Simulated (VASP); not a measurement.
Runs of VASP 6.6.1 on Na2S. The structure is cubic, space group Fm-3m (No. 225). Conventional cell: a = 6.511 Å, b = 6.511 Å, c = 6.511 Å, α = 90.00°, β = 90.00°, γ = 90.00°. Na (site symmetry -43m) has 4 S at 2.82 Å and 6 Na at 3.26 Å within 3.7 Å. S (site symmetry m-3m) has 8 Na at 2.82 Å within 3.7 Å. 

```tsv
task	level	potentials or basis	k mesh	cutoff (eV)	grid for exact exchange (PRECFOCK)	screening parameter	GW scheme	GW iterations	cutoff of the response function	gap on the mesh (eV)	pressure (GPa)
single point	PBE	VASP PAW PBE potentials, release 64 (Na_pv, S)	6 × 6 × 6	500	-	-	-	-	-	2.53	0.8
single point	LDA	VASP PAW LDA potentials, release 64 (Na_pv, S)	4 × 4 × 4	500	-	-	-	-	-	2.29	(b)
single point	PBE	VASP PAW PBE potentials, release 64 (Na_pv, S)	4 × 4 × 4	500	-	-	-	-	-	2.53	(a)
single point	HSE06	VASP PAW PBE potentials, release 64 (Na_pv, S)	4 × 4 × 4	400	Normal	0.2079 1/Å	-	-	-	3.52	0.0
single point	r2SCAN	VASP PAW PBE potentials, release 64 (Na_pv, S)	4 × 4 × 4	550	-	-	-	-	-	3.11	(c)
```

Alike in all rows: no spin polarisation; cell a = 4.604 Å, angles 60.0°, 3 atoms; smearing gaussian 0.01 eV.

**Question.** Fill in the values left out.

**Answer.** (a) 0.9; (b) -1.6; (c) -0.1.

Caveats: the PAW data sets were made with another functional, which shifts forces and pressure a little (some runs).

